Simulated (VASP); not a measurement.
A run of VASP 6.6.1 is set up as follows.

INCAR

```
SYSTEM = Rh
  PREC = Accurate
  ENCUT = 520
  EDIFF = 1E-6
  ISMEAR = -1
  SIGMA = 0.1
  LREAL = .FALSE.
  LASPH = .TRUE.
  NELM = 80
  ALGO = Normal
  ISIF = 2
  LWAVE = .FALSE.
  LCHARG = .TRUE.
  GGA = B5
  ALDAX = 1.0
  AGGAX = 1.0
  AGGAC = 1.0
  ALDAC = 0.0
  LELF = .TRUE.
  LVHAR = .TRUE.
  NBANDS = 30
```

File KPOINTS:

```
regular mesh
0
G
  9 9 12
  0 0 0
```

The input POSCAR:

```
Rh
1.0
    4.4169790670      0.0000000000      0.0000000000
   -2.2084895335      3.8252160800      0.0000000000
    0.0000000000      0.0000000000      2.7131581976
Rh
3
Direct
    0.0000000000      0.0000000000      0.0000000000
    0.3333333333      0.6666666667      0.5000000000
    0.6666666667      0.3333333333      0.5000000000
```

Potentials or basis: VASP PAW PBE potentials, release 64 (Rh_pv).

Command:

```sh
$ cat potpaw_PBE.64/Rh_pv/POTCAR > POTCAR
$ mpirun -np 1 vasp_std > vasp.out
```

(1) What does it give for the pressure?

Answers

(1) 0.5 GPa.

Caveat: the PAW data sets were made with another functional, which shifts forces and pressure a little.
